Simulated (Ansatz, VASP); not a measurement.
**PbS in VASP and in Ansatz**

```
Pb S
1.0
     2.05694   -3.56583    0.00000
     2.05694    3.56583    0.00000
     0.00000    0.00000    7.55994
Pb S
2 2
Direct
  0.00103 0.99897 0.48673
  0.99897 0.00103 0.98673
  0.66714 0.33286 0.69247
  0.33286 0.66714 0.19247
```

Alike in both runs: task single point; functional r2SCAN; k mesh 6 × 6 × 4; no spin polarisation.

|  | VASP | Ansatz |
| --- | --- | --- |
| version | VASP 6.6.1 | Ansatz 0.2.0 |
| potentials or method | VASP PAW PBE potentials, release 64 (Pb_d, S), cutoff 520 eV | plane waves, PAW |
| occupations | gaussian, width 0.01 eV | fixed |
| valence electrons in the cell | 40 | 40 |

```csv
,VASP,Ansatz,Ansatz less VASP
pressure (GPa),0.0,0.0,+0.01
```

VASP's potentials were made for PBE, not for r2SCAN.

Spin-orbit coupling is off throughout.
